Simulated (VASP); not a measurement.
Wanted: the native input for a VASP 6.6.1 run.

* Task: single point
* Functional: r2SCAN
* Potentials or basis: VASP PAW PBE potentials, release 64 (Ta_pv, Si)
* Cutoff: 550 eV
* k mesh: 12 × 12 × 6
* Occupations: gaussian, width 0.15 eV
* Spin: no spin polarisation
* Dipole correction: no
* Further INCAR settings: ALGO = Normal; EDIFF = 1e-06; NBANDS = 38

TaSi2:

```
CELL_PARAMETERS angstrom
4.77997 0.00000 0.00000
-2.38998 4.13957 0.00000
0.00000 0.00000 6.55476
ATOMIC_POSITIONS crystal
Ta 0.50000 0.00000 0.00000
Ta 0.50000 0.50000 0.66667
Ta 0.00000 0.50000 0.33333
Si 0.15827 0.31655 0.00000
Si 0.84173 0.15827 0.66667
Si 0.68345 0.84173 0.33333
Si 0.84173 0.68345 0.00000
Si 0.15827 0.84173 0.66667
Si 0.31655 0.15827 0.33333
```

One way to write it, as run:

POSCAR

```
TaSi2
1.0
    4.7799675404      0.0000000000      0.0000000000
   -2.3899837702      4.1395733193      0.0000000000
    0.0000000000      0.0000000000      6.5547553952
Ta Si
3 6
Direct
    0.5000000000      0.0000000000      0.0000000000
    0.5000000000      0.5000000000      0.6666666667
    0.0000000000      0.5000000000      0.3333333333
    0.1582725695      0.3165451391      0.0000000000
    0.8417274305      0.1582725695      0.6666666667
    0.6834548609      0.8417274305      0.3333333333
    0.8417274305      0.6834548609      0.0000000000
    0.1582725695      0.8417274305      0.6666666667
    0.3165451391      0.1582725695      0.3333333333
```

INCAR.step1

```
SYSTEM = TaSi2
ALGO = Normal
EDIFF = 1E-5
ENCUT = 550
GGA = PE
GGA_COMPAT = .FALSE.
ISMEAR = 0
LASPH = .TRUE.
LCHARG = .FALSE.
LREAL = .FALSE.
LWAVE = .TRUE.
NBANDS = 38
NELM = 120
PREC = Accurate
SIGMA = 0.15
```

INCAR.step2

```
SYSTEM = TaSi2
ALGO = Normal
EDIFF = 1E-6
ENCUT = 550
GGA_COMPAT = .FALSE.
ISIF = 2
ISMEAR = 0
ISTART = 1
LASPH = .TRUE.
LCHARG = .TRUE.
LELF = .TRUE.
LMIXTAU = .TRUE.
LREAL = .FALSE.
LVHAR = .TRUE.
LWAVE = .FALSE.
METAGGA = R2SCAN
NBANDS = 38
NELM = 120
PREC = Accurate
SIGMA = 0.15
```

KPOINTS

```
k-points
0
G
  12 12 6
  0 0 0
```

Potentials or basis: VASP PAW PBE potentials, release 64 (Ta_pv, Si).

Run with:

```bash
$ cat potpaw_PBE.64/Ta_pv/POTCAR potpaw_PBE.64/Si/POTCAR > POTCAR
$ cp INCAR.step1 INCAR
$ mpirun -np 1 vasp_std > vasp.out
$ cp INCAR.step2 INCAR
$ mpirun -np 1 vasp_std > vasp.out
```

It gave:

The pressure is 0.3 GPa and the band gap on the k mesh is zero (an odd number of electrons rules out a gap without spin polarisation).

Caveat: the PAW data sets were made with another functional, which shifts forces and pressure a little; spin-orbit coupling is left out, which moves the levels of the heavy elements; an odd number of electrons without spin polarisation forces a metal; a magnetic or distorted state may lie lower.

Run time: 43 min on 1 thread of Oxide Virtual Turin-like Processor, with other jobs on the host, peak memory 0.48 GiB.
